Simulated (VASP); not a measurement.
Set up this calculation in VASP 6.6.1, as the native input.

```yaml
Task: single point
Functional: PBE
Potentials_or_basis: VASP PAW PBE potentials, release 64 (Br, Cu, Cl)
Cutoff: 520 eV
k_mesh: 8 × 8 × 8
Occupations: fermi-dirac, width 0.05 eV
Spin: no spin polarisation
Dipole_correction: no
Further_INCAR_settings: ALGO = Normal; EDIFF = 1e-07; NBANDS = 26
```

The structure of Cu2BrCl lies in POSCAR:

```
Cu2BrCl
1.0
    1.8304324197      1.0568006502      5.9657755476
   -1.8304324197      1.0568006502      5.9657755476
    0.0000000000     -2.1136013004      5.9657755476
Br Cu Cl
1 2 1
Direct
    0.0000000000      0.0000000000      0.0000000000
    0.7516030000      0.7516030000      0.7516030000
    0.2483970000      0.2483970000      0.2483970000
    0.5000000000      0.5000000000      0.5000000000
```

The input as run:

INCAR

```
SYSTEM = Cu2BrCl
ALGO = Normal
EDIFF = 1E-7
ENCUT = 520
GGA = PE
ISIF = 2
ISMEAR = -1
LASPH = .TRUE.
LCHARG = .TRUE.
LELF = .TRUE.
LREAL = .FALSE.
LVHAR = .TRUE.
LWAVE = .FALSE.
NBANDS = 26
NELM = 80
PREC = Accurate
SIGMA = 0.05
```

KPOINTS

```
k-points
0
G
  8 8 8
  0 0 0
```

Potentials or basis: VASP PAW PBE potentials, release 64 (Br, Cu, Cl).

Command:

```bash
$ cat potpaw_PBE.64/Br/POTCAR potpaw_PBE.64/Cu/POTCAR potpaw_PBE.64/Cl/POTCAR > POTCAR
$ mpirun -np 1 vasp_std > vasp.out
```

It gave:

```json
{"Pressure": "3.8 GPa", "Largest force": "0.150 eV/Å", "Band gap on the k mesh": "0.31 eV"}
```

Caveat: the cell stands under pressure; semilocal functionals underestimate gaps, and a narrow one can read as zero.

Run time: 9.9 min on 1 thread of Oxide Virtual Turin-like Processor, with other jobs on the host, peak memory 0.35 GiB.
